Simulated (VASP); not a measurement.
# BaS (P6_3/mmc) in VASP: a series of runs

The runs below take BaS through single point, with PBE, LDA, PBEsol.

Program: VASP 6.6.1. These are calculated values, not measurements. Logs are shortened: lines on timing, memory, paths and dates and some standing lists are left out, and cuts for length are marked.

### Step 1. The cell of the first run

Symmetry: P6_3/mmc, No. 194, hexagonal system. The conventional cell has a = 5.384 Å, b = 5.384 Å, c = 6.382 Å, α = 90.00°, β = 90.00°, γ = 120.00°. Within 4.1 Å of Ba (site symmetry -6m2) lie 5 S at 3.11 to 3.19 Å. Within 4.1 Å of S (site symmetry -6m2) lie 5 Ba at 3.11 to 3.19 Å.

### Step 2. Single point, PBE, non-collinear spin, zero start, spin-orbit coupling

Contents of INCAR:

```
SYSTEM = BaS
ALGO = Normal
EDIFF = 1E-7
ENCUT = 520
GGA = PE
GGA_COMPAT = .FALSE.
ISIF = 2
ISMEAR = 0
LASPH = .TRUE.
LCHARG = .TRUE.
LORBIT = 11
LORBMOM = .TRUE.
LREAL = .FALSE.
LSORBIT = .TRUE.
LVHAR = .TRUE.
LWAVE = .FALSE.
MAGMOM = 0 0 0 0 0 0 0 0 0 0 0 0
NBANDS = 46
NELM = 150
PREC = Accurate
SIGMA = 0.01
```

Contents of KPOINTS:

```
k-points
0
G
  6 6 4
  0 0 0
```

Contents of POSCAR:

```
BaS
1.0
    5.3844481214      0.0000000000      0.0000000000
   -2.6922240607      4.6630688585      0.0000000000
    0.0000000000      0.0000000000      6.3816974437
Ba S
2 2
Direct
    0.3333333333      0.6666666667      0.2500000000
    0.6666666667      0.3333333333      0.7500000000
    0.6666666667      0.3333333333      0.2500000000
    0.3333333333      0.6666666667      0.7500000000
```

Potentials or basis: VASP PAW PBE potentials, release 64 (Ba_sv, S).

Launch:

```
$ cat potpaw_PBE.64/Ba_sv/POTCAR potpaw_PBE.64/S/POTCAR > POTCAR
$ mpirun -np 1 vasp_ncl > vasp.out
```

OUTCAR:

```text
SYSTEM = BaS
   EDIFF = 1E-7
   ENCUT = 520
   GGA = PE
   ISIF = 2
   ISMEAR = 0
   LASPH = .TRUE.
   LORBIT = 11
   LREAL = .FALSE.
   LSORBIT = .TRUE.
   NELM = 150
   PREC = Accurate

 ion  position               nearest neighbor table
   1  0.333  0.667  0.250-   3 3.11   3 3.11   3 3.11   4 3.19   4 3.19   2 4.45   2 4.45   2 4.45
                             2 4.45   2 4.45   2 4.45
   2  0.667  0.333  0.750-   4 3.11   4 3.11   4 3.11   3 3.19   3 3.19   1 4.45   1 4.45   1 4.45
                             1 4.45   1 4.45   1 4.45
   3  0.667  0.333  0.250-   1 3.11   1 3.11   1 3.11   2 3.19   2 3.19
   4  0.333  0.667  0.750-   2 3.11   2 3.11   2 3.11   1 3.19   1 3.19

  LATTYP: Found a hexagonal cell.
 ALAT       =     5.3844481214
 C/A-ratio  =     1.1852091988

  Lattice vectors:

 A1 = (   5.3844481214,   0.0000000000,   0.0000000000)
 A2 = (  -2.6922240607,   4.6630688585,   0.0000000000)
 A3 = (   0.0000000000,   0.0000000000,   6.3816974437)

Analysis of symmetry for initial positions (statically):
=====================================================================
 Subroutine PRICEL returns:
 Original cell was already a primitive cell.

 Routine SETGRP: Setting up the symmetry group for a
 hexagonal supercell.

 Subroutine GETGRP returns: Found 24 space group operations
 (whereof 12 operations were pure point group operations)
 out of a pool of 24 trial point group operations.

The static configuration has the point symmetry D_3d.
 The point group associated with its full space group is D_6h.

Analysis of symmetry for dynamics (positions and initial velocities):
=====================================================================
 Subroutine PRICEL returns:
 Original cell was already a primitive cell.

 Routine SETGRP: Setting up the symmetry group for a
 hexagonal supercell.

 Subroutine GETGRP returns: Found 24 space group operations
 (whereof 12 operations were pure point group operations)
 out of a pool of 24 trial point group operations.

The dynamic configuration has the point symmetry D_3d.
 The point group associated with its full space group is D_6h.

Analysis of structural, dynamic, and magnetic symmetry:
=====================================================================
 Subroutine PRICEL returns:
 Original cell was already a primitive cell.

 Routine SETGRP: Setting up the symmetry group for a
 hexagonal supercell.

 Subroutine GETGRP returns: Found 24 space group operations
 (whereof 12 operations were pure point group operations)
 out of a pool of 24 trial point group operations.

The overall configuration has the point symmetry D_3d.
 The point group associated with its full space group is D_6h.

 Subroutine INISYM returns: Found 24 space group operations
 (whereof 12 operations are pure point group operations),
 and found     1 'primitive' translations

----------------------------------------------------------------------------------------

                                     Primitive cell

  volume of cell :     160.2320

  direct lattice vectors                    reciprocal lattice vectors
     5.384448121  0.000000000  0.000000000     0.185720055  0.107225524  0.000000000
    -2.692224061  4.663068858  0.000000000     0.000000000  0.214451047  0.000000000
     0.000000000  0.000000000  6.381697444     0.000000000  0.000000000  0.156698121

  length of vectors
     5.384448121  5.384448121  6.381697444     0.214451047  0.214451047  0.156698121

  position of ions in fractional coordinates (direct lattice)
     0.333333333  0.666666667  0.250000000
     0.666666667  0.333333333  0.750000000
     0.666666667  0.333333333  0.250000000
     0.333333333  0.666666667  0.750000000

  ion indices of the primitive-cell ions
   primitive index   ion index
                 1           1
                 2           2
                 3           3
                 4           4

----------------------------------------------------------------------------------------

 KPOINTS: k-points

[... 112 lines left out ...]
  free energy    TOTEN  =       -20.37751632 eV

  energy without entropy =      -20.37751632  energy(sigma->0) =      -20.37751632

 E-fermi :   0.5099     XC(G=0):  -7.5249

 val. band max:        0.4637088511   @ k =   0.0000   0.0000   0.0000
 cond. band min:       2.9275638248   @ k =   0.3333   0.3333   0.0000
 fundamental gap:      2.4638549737
 Fermi energy:         0.5099007664

 k-point     1 :       0.0000    0.0000    0.0000
  band No.  band energies     occupation
      1     -25.8150      1.00000
      2     -25.8150      1.00000
      3     -25.7637      1.00000
      4     -25.7637      1.00000
      5     -12.4571      1.00000
      6     -12.4571      1.00000
[... 976 lines left out ...]
     43       6.4994      0.00000
     44       6.5122      0.00000
 [bands above 44 left out]

------------------------ aborting loop because EDIFF is reached ----------------------------------------

  FORCE on cell =-STRESS in cart. coord.  units (eV):
  Direction    XX          YY          ZZ          XY          YZ          ZX
  --------------------------------------------------------------------------------------
  -------------------------------------------------------------------------------------
  Total        0.3623549      0.3623549      0.5186988      0.0000000      0.0000000      0.0000000
  in kB        3.6232260      3.6232260      5.1865267      0.0000000      0.0000000      0.0000000
  external PRESSURE =       4.1443263 kB  Pullay stress =       0.0000000 kB

 VOLUME and BASIS-vectors are now :
 -----------------------------------------------------------------------------
  energy-cutoff  :      520.00
  volume of cell :      160.23
      direct lattice vectors                 reciprocal lattice vectors
     5.384448121  0.000000000  0.000000000     0.185720055  0.107225524  0.000000000
    -2.692224061  4.663068858  0.000000000     0.000000000  0.214451047  0.000000000
     0.000000000  0.000000000  6.381697444     0.000000000  0.000000000  0.156698121

 POSITION                                       TOTAL-FORCE (eV/Angst)
 -----------------------------------------------------------------------------------
     -0.00000      3.10871      1.59542        -0.000000     -0.000000      0.000000
      2.69222      1.55436      4.78627         0.000000      0.000000      0.000000
      2.69222      1.55436      1.59542         0.000000      0.000000      0.000000
     -0.00000      3.10871      4.78627        -0.000000     -0.000000      0.000000
 -----------------------------------------------------------------------------------
    total drift:                               -0.000000      0.000000     -0.000000

  FREE ENERGIE OF THE ION-ELECTRON SYSTEM (eV)
  ---------------------------------------------------
  free  energy   TOTEN  =       -20.3775163176 eV

  energy  without entropy=      -20.3775163176  energy(sigma->0) =      -20.37751632

 orbital moment (x)

 # of ion     p       d       tot
 ----------------------------------------
  1         0.000  -0.000  -0.000
  2         0.000  -0.000  -0.000
  3        -0.000   0.000  -0.000
  4        -0.000   0.000  -0.000
 ----------------------------------------
           -0.000  -0.000  -0.000

 orbital moment (y)

 # of ion     p       d       tot
 ----------------------------------------
  1        -0.000  -0.000  -0.000
  2         0.000  -0.000  -0.000
  3        -0.000   0.000  -0.000
  4        -0.000   0.000  -0.000
 ----------------------------------------
           -0.000  -0.000  -0.000

 orbital moment (z)

 # of ion     p       d       tot
 ----------------------------------------
  1         0.000   0.000   0.000
  2         0.000   0.000   0.000
  3         0.000   0.000   0.000
  4         0.000   0.000   0.000
 ----------------------------------------
            0.000   0.000   0.000

 Spin-Orbit-Coupling matrix elements

 Ion:    1  E_soc:     -0.3900057
 l=   1
     0.0000000    -0.0647335    -0.0648534
    -0.0647335     0.0000000    -0.0647335
    -0.0648534    -0.0647335     0.0000000
 l=   2
     0.0000000    -0.0000344     0.0000000    -0.0000344    -0.0002311
    -0.0000344     0.0000000    -0.0001501    -0.0000135    -0.0000344
     0.0000000    -0.0001501     0.0000000    -0.0001501     0.0000000
    -0.0000344    -0.0000135    -0.0001501     0.0000000    -0.0000344
    -0.0002311    -0.0000344     0.0000000    -0.0000344     0.0000000
 l=   3
     0.0000000     0.0000000     0.0000000     0.0000000     0.0000000     0.0000000     0.0000000
     0.0000000     0.0000000     0.0000000     0.0000000     0.0000000     0.0000000     0.0000000
     0.0000000     0.0000000     0.0000000     0.0000000     0.0000000     0.0000000     0.0000000
     0.0000000     0.0000000     0.0000000     0.0000000     0.0000000     0.0000000     0.0000000
[... 49 lines left out ...]
 l=   2
     0.0000000     0.0000000     0.0000000     0.0000000     0.0000000
     0.0000000     0.0000000     0.0000000     0.0000000     0.0000000
     0.0000000     0.0000000     0.0000000     0.0000000     0.0000000
     0.0000000     0.0000000     0.0000000     0.0000000     0.0000000
     0.0000000     0.0000000     0.0000000     0.0000000     0.0000000
 l=   3
     0.0000000     0.0000000     0.0000000     0.0000000     0.0000000     0.0000000     0.0000000
     0.0000000     0.0000000     0.0000000     0.0000000     0.0000000     0.0000000     0.0000000
     0.0000000     0.0000000     0.0000000     0.0000000     0.0000000     0.0000000     0.0000000
     0.0000000     0.0000000     0.0000000     0.0000000     0.0000000     0.0000000     0.0000000
     0.0000000     0.0000000     0.0000000     0.0000000     0.0000000     0.0000000     0.0000000
     0.0000000     0.0000000     0.0000000     0.0000000     0.0000000     0.0000000     0.0000000
     0.0000000     0.0000000     0.0000000     0.0000000     0.0000000     0.0000000     0.0000000

 total charge

# of ion       s       p       d       tot
------------------------------------------
    1        2.011   5.610   0.286   7.907
    2        2.011   5.610   0.286   7.907
    3        1.321   2.427   0.000   3.748
    4        1.321   2.427   0.000   3.748
--------------------------------------------------
tot          6.664  16.074   0.572  23.310

 magnetization (x)

# of ion       s       p       d       tot
------------------------------------------
    1        0.000   0.000   0.000   0.000
    2        0.000   0.000  -0.000  -0.000
    3        0.000   0.000   0.000   0.000
    4        0.000  -0.000   0.000  -0.000
--------------------------------------------------
tot          0.000   0.000  -0.000  -0.000

 magnetization (y)

# of ion       s       p       d       tot
------------------------------------------
    1        0.000   0.000   0.000   0.000
    2        0.000   0.000   0.000   0.000
    3       -0.000   0.000   0.000  -0.000
    4       -0.000   0.000   0.000  -0.000
--------------------------------------------------
tot          0.000   0.000   0.000   0.000

 magnetization (z)

# of ion       s       p       d       tot
------------------------------------------
    1        0.000   0.000   0.000   0.000
    2        0.000   0.000   0.000   0.000
    3        0.000   0.000   0.000   0.000
    4        0.000   0.000   0.000   0.000
--------------------------------------------------
tot          0.000   0.000   0.000   0.000
```

It took 4.4 min on 1 thread of AMD EPYC 9R45 (Zen 5), shared host; peak memory 0.64 GiB.

Results:

| Item | Value |
| --- | --- |
| Free energy | -20.3775 eV |
| Pressure | 0.4 GPa |
| Net moment | 0.00 μB per cell |
| Valence electrons inside the program's atomic spheres | Ba 7.91; S 3.75 |

Moments on the atoms (μB; x, y, z):
```
Ba  0.00 0.00 0.00
Ba  0.00 0.00 0.00
S   0.00 0.00 0.00
S   0.00 0.00 0.00
```

### Step 3. Single point, PBE

Contents of INCAR:

```
SYSTEM = BaS
  PREC = Accurate
  ENCUT = 520
  EDIFF = 1E-6
  ISMEAR = 0
  SIGMA = 0.01
  LREAL = .FALSE.
  LASPH = .TRUE.
  NELM = 100
  ALGO = Normal
  ISIF = 2
  LWAVE = .FALSE.
  LCHARG = .FALSE.
  GGA = PE
  NBANDS = 24
```

Contents of KPOINTS:

```
Automatic mesh
0
G
  6 6 2
  0 0 0
```

POSCAR is that of step 2.

Potentials or basis: VASP PAW PBE potentials, release 64 (Ba_sv, S).

Launch:

```
$ cat potpaw_PBE.64/Ba_sv/POTCAR potpaw_PBE.64/S/POTCAR > POTCAR
$ mpirun -np 1 vasp_std > vasp.out
```

Run time: 86 s. Hardware: 1 thread of Oxide Virtual Turin-like, shared host; peak memory 0.24 GiB.

Results (log left out):

```
Free energy            : -19.8995 eV
Pressure               : 0.7 GPa
Band gap on the k mesh : 2.45 eV, indirect (least direct gap 2.60 eV)
```

Stress tensor (GPa, compression positive):
```
0.33 0.00 0.00
0.00 0.33 0.00
0.00 0.00 1.30
```

Levels at points of the mesh, in eV from the valence-band top:
```
           k point  band 13  band 14  band 15  band 16  band 17  band 18  band 19  band 20
(0.00, 0.00, 0.00)    -0.89    -0.89    -0.43     0.00     2.75     3.66     3.66     4.78
(0.50, 0.00, 0.00)    -0.49    -0.41    -0.34    -0.32     3.07     3.39     3.49     5.01
(0.00, 0.00, 0.50)    -1.01    -1.01    -1.01    -1.01     3.76     3.76     5.43     5.43
(0.50, 0.00, 0.50)    -0.87    -0.87    -0.52    -0.52     3.87     3.87     4.92     4.92
```

Caveat: the k points lie up to 0.49 Å⁻¹ apart; spin-orbit coupling is left out, which moves the levels of the heavy elements. A k mesh can miss the band edges.

### Step 4. Single point, LDA

This run uses another cell than the first one, of 37.26 Å³/atom, 0.930 times its volume.

Contents of INCAR:

```
PREC = Accurate ; ENCUT = 520
EDIFF = 1E-6 ; ISMEAR = -1
SIGMA = 0.02 ; LREAL = F
LASPH = T ; NELM = 80
ALGO = Normal ; ISIF = 2
LWAVE = F ; LCHARG = F
NBANDS = 24
```

Contents of KPOINTS:

```
regular mesh
0
Gamma
  6 6 4
```

Contents of POSCAR:

```
BaS
1.0
    5.2557179919      0.0000000000      0.0000000000
   -2.6278589960      4.5515852961      0.0000000000
    0.0000000000      0.0000000000      6.2309182716
Ba S
2 2
Direct
    0.3333333333      0.6666666667      0.2500000000
    0.6666666667      0.3333333333      0.7500000000
    0.6666666667      0.3333333333      0.2500000000
    0.3333333333      0.6666666667      0.7500000000
```

Potentials or basis: VASP PAW LDA potentials, release 64 (Ba_sv, S).

Launch:

```
$ cat potpaw_LDA.64/Ba_sv/POTCAR potpaw_LDA.64/S/POTCAR > POTCAR
$ mpirun -np 1 vasp_std > vasp.out
```

Wall time 1.9 min (1 thread of Oxide Virtual Turin-like, shared host); peak memory 0.21 GiB.

Results (log left out):

```
Free energy            : -21.7401 eV
Pressure               : 0.6 GPa
Band gap on the k mesh : 2.15 eV, indirect (least direct gap 2.29 eV)
```

Stress tensor (GPa, compression positive):
```
0.56 0.00 0.00
0.00 0.56 0.00
0.00 0.00 0.73
```

Levels at points of the mesh, in eV from the valence-band top:
```csv
k point,band 12,band 13,band 14,band 15,band 16,band 17,band 18,band 19,band 20,band 21
"(0.00, 0.00, 0.00)",-1.11,-0.98,-0.98,-0.35,0.00,2.56,3.49,3.49,4.79,5.56
"(0.50, 0.00, 0.00)",-0.97,-0.48,-0.39,-0.37,-0.36,2.85,3.18,3.30,4.97,5.24
"(0.00, 0.00, 0.50)",-1.40,-1.16,-1.16,-1.16,-1.16,3.60,3.60,5.48,5.48,5.48
"(0.50, 0.00, 0.50)",-1.73,-1.00,-1.00,-0.56,-0.56,3.69,3.69,4.88,4.88,5.64
```

Caveat: spin-orbit coupling is left out, which moves the levels of the heavy elements. A k mesh can miss the band edges.

### Step 5. Single point, PBEsol

This run uses another cell than the first one, of 38.40 Å³/atom, 0.959 times its volume.

Contents of INCAR:

```
SYSTEM = BaS
PREC     = Accurate       ! precision mode
ENCUT    = 520            ! plane-wave cutoff, eV
EDIFF    = 1E-6           ! SCF threshold, eV
ISMEAR   = -1             ! smearing method
SIGMA    = 0.02           ! smearing width, eV
LREAL    = .False.        ! projectors in reciprocal space
LASPH    = .True.         ! aspherical terms in the spheres
NELM     = 80             ! most SCF steps
ALGO     = Normal         ! electronic algorithm
ISIF     = 2              ! what is computed and relaxed
LWAVE    = .False.        ! write WAVECAR
LCHARG   = .False.        ! write CHGCAR
GGA      = PS             ! functional
NBANDS   = 24             ! bands
```

Contents of KPOINTS:

```
Automatic mesh
0
Gamma
  6 6 4
  0 0 0
```

Contents of POSCAR:

```
BaS
1.0
    5.3100744338      0.0000000000      0.0000000000
   -2.6550372169      4.5986593557      0.0000000000
    0.0000000000      0.0000000000      6.2903005204
Ba S
2 2
Direct
    0.3333333333      0.6666666667      0.2500000000
    0.6666666667      0.3333333333      0.7500000000
    0.6666666667      0.3333333333      0.2500000000
    0.3333333333      0.6666666667      0.7500000000
```

Potentials or basis: VASP PAW PBE potentials, release 64 (Ba_sv, S).

Launch:

```
$ cat potpaw_PBE.64/Ba_sv/POTCAR potpaw_PBE.64/S/POTCAR > POTCAR
$ mpirun -np 1 vasp_std > vasp.out
```

Wall time 1.9 min (1 thread of Oxide Virtual Turin-like, shared host); peak memory 0.26 GiB.

Results (log left out):

```
Free energy            : -20.9212 eV
Pressure               : 0.5 GPa
Band gap on the k mesh : 2.30 eV, indirect (least direct gap 2.44 eV)
```

Stress tensor (GPa, compression positive):
```
0.47 0.00 0.00
0.00 0.47 0.00
0.00 0.00 0.62
```

Levels at points of the mesh, in eV from the valence-band top:
```tsv
k point	band 13	band 14	band 15	band 16	band 17	band 18	band 19	band 20
(0.00, 0.00, 0.00)	-0.94	-0.94	-0.39	0.00	2.69	3.57	3.57	4.80
(0.50, 0.00, 0.00)	-0.49	-0.40	-0.36	-0.34	2.96	3.31	3.40	5.03
(0.00, 0.00, 0.50)	-1.10	-1.10	-1.10	-1.10	3.72	3.72	5.48	5.48
(0.50, 0.00, 0.50)	-0.94	-0.94	-0.55	-0.55	3.81	3.81	4.93	4.93
```

Caveat: the PAW data sets were made with another functional, which shifts forces and pressure a little; spin-orbit coupling is left out, which moves the levels of the heavy elements.

### Step 6. The runs side by side

```csv
level,potentials or basis,spin,cell,k mesh,smearing,gap on the mesh (eV),pressure (GPa)
PBE,"VASP PAW PBE potentials, release 64 (Ba_sv, S)","non-collinear, zero start, SOC","a = 5.384, b = 5.384, c = 6.382 Å, angles 90.0, 90.0, 120.0°, 4 atoms",6 × 6 × 4,gaussian 0.01 eV,-,0.4
PBE,"VASP PAW PBE potentials, release 64 (Ba_sv, S)",off,"a = 5.384, b = 5.384, c = 6.382 Å, angles 90.0, 90.0, 120.0°, 4 atoms",6 × 6 × 2,gaussian 0.01 eV,2.45,0.7
LDA,"VASP PAW LDA potentials, release 64 (Ba_sv, S)",off,"a = 5.256, b = 5.256, c = 6.231 Å, angles 90.0, 90.0, 120.0°, 4 atoms",6 × 6 × 4,fermi-dirac 0.02 eV,2.15,0.6
PBEsol,"VASP PAW PBE potentials, release 64 (Ba_sv, S)",off,"a = 5.310, b = 5.310, c = 6.290 Å, angles 90.0, 90.0, 120.0°, 4 atoms",6 × 6 × 4,fermi-dirac 0.02 eV,2.30,0.5
```

Alike in all rows: task single point; cutoff (eV) 520.

Caveats: some runs use coarse meshes; spin-orbit coupling is left out, which moves the levels of the heavy elements (some runs); the PAW data sets were made with another functional, which shifts forces and pressure a little (some runs).

Absolute energies hang on the potentials; compare differences alone.
